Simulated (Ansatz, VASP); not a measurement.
**BeB: VASP beside Ansatz**

```xyz
2
Lattice="3.1184 0.0000 0.0000 -1.5592 2.7007 0.0000 0.0000 0.0000 1.8278" Properties=species:S:1:pos:R:3 pbc="T T T"
Be    0.0000    1.8004    0.9139
B     1.5592    0.9002    0.0000
```

Change from the starting cell: the structure that the rattled cell fell into.

Alike in both runs: functional PBE; k mesh 24 × 24 × 30; occupations gaussian, width 0.1 eV; no spin polarisation.

Ansatz relaxed the structure, and its values are those at the end. VASP's run is a single point on that final structure, the one shown.

```csv
,VASP,Ansatz
version,VASP 6.6.1,Ansatz 0.2.0
potentials or method,"VASP PAW PBE potentials, release 64 (Be, B), cutoff 520 eV","scalar-relativistic, plane waves, PAW"
valence electrons in the cell,5,5
```

|  | VASP | Ansatz | Ansatz less VASP |
| --- | --- | --- | --- |
| gap on the k mesh at the Fermi level (eV) | none | none | - |
| pressure (GPa) | 0.1 | 0.0 | -0.14 |

A gap of «none» marks a metal or a gap that the smearing closes.
